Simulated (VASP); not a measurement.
Set up this calculation in VASP 6.6.1, as the native input.

- Task: single point
- Functional: PBEsol
- Potentials or basis: VASP PAW PBE potentials, release 64 (Si, Al)
- Cutoff: 520 eV
- k mesh: 2 × 2 × 2
- Occupations: gaussian, width 0.05 eV
- Spin: collinear spin, zero start
- Starting moments: [0.0, 0.0, 0.0, 0.0, 0.0, 0.0, 0.0, 0.0, 0.0, 0.0, 0.0, 0.0, 0.0, 0.0, 0.0, 0.0, 0.0] μB
- Dipole correction: no
- Further INCAR settings: LREAL = Auto; ALGO = Normal; EDIFF = 1e-06; NBANDS = 52

The structure of AlSi16 (a cell with a defect) lies in POSCAR:

```
AlSi16
1.0
    0.0000000000      5.4300000000      5.4300000000
    5.4300000000      0.0000000000      5.4300000000
    5.4300000000      5.4300000000      0.0000000000
Si Al
16 1
Direct
   -0.0269895948      0.0058026703      0.0103744936
    0.1192988950      0.1087305709      0.1565747698
    0.0247756906     -0.0671300184      0.5209314917
    0.1191537753      0.1088342541      0.6148744015
    0.0039437385      0.4823905157      0.0139743094
    0.1151163904      0.6322611418      0.1260793738
    0.0039078269      0.4824509208      0.4992032228
    0.1502861878      0.5569987109      0.6461169429
    0.5150999079      0.0061503683      0.0109100368
    0.6091019337      0.1831604972      0.1035844383
    0.5150776243      0.0061617864      0.4672953039
    0.6611672192      0.1101226519      0.6142119705
    0.4829468692      0.5602722836     -0.0218418969
    0.6307918048      0.6325452118      0.1260275322
    0.5178691529      0.4834483425      0.4991127993
    0.6307738490      0.6325646409      0.6101607735
    0.3177410681      1.0586386740      0.8114974217
```

These files were run (other wordings do the same):

INCAR

```
PREC     = Accurate       # precision mode
ENCUT    = 520            # plane-wave cutoff, eV
EDIFF    = 1E-6           # SCF threshold, eV
ISMEAR   = 0              # smearing method
SIGMA    = 0.05           # smearing width, eV
LREAL    = Auto         
LASPH    = T              # aspherical terms in the spheres
NELM     = 150            # most SCF steps
ALGO     = Normal         # electronic algorithm
ISIF     = 2              # what is computed and relaxed
LWAVE    = F              # write WAVECAR
LCHARG   = T              # write CHGCAR
ISPIN    = 2              # spin polarisation
MAGMOM   = 0 0 0 0 0 0 0 0 0 0 0 0 0 0 0 0 0 # initial moments
LORBIT   = 11             # projections on sites
GGA      = PS             # functional
LELF     = T              # ELF
LVHAR    = T            
NBANDS   = 52             # bands
```

KPOINTS

```
regular mesh
0
Gamma
  2 2 2
```

Potentials or basis: VASP PAW PBE potentials, release 64 (Si, Al).

The run is started by

```console
$ cat potpaw_PBE.64/Si/POTCAR potpaw_PBE.64/Al/POTCAR > POTCAR
$ mpirun -np 1 vasp_std > vasp.out
```

Results of the run:

```json
{
 "Pressure": "3.1 GPa",
 "Largest force": "0.042 eV/Å",
 "Net moment": "0.00 μB per cell",
 "Valence electrons inside the program's atomic spheres": "Si 1.68, 1.70, 1.69; Al 0.86"
}
```

Caveat: the k points lie up to 0.50 Å⁻¹ apart; the PAW data sets were made with another functional, which shifts forces and pressure a little.

Wall time 3.3 min on 1 thread of Intel(R) Xeon(R) 6975P-C (Granite Rapids), with other jobs on the host, peak memory 0.7 GiB.
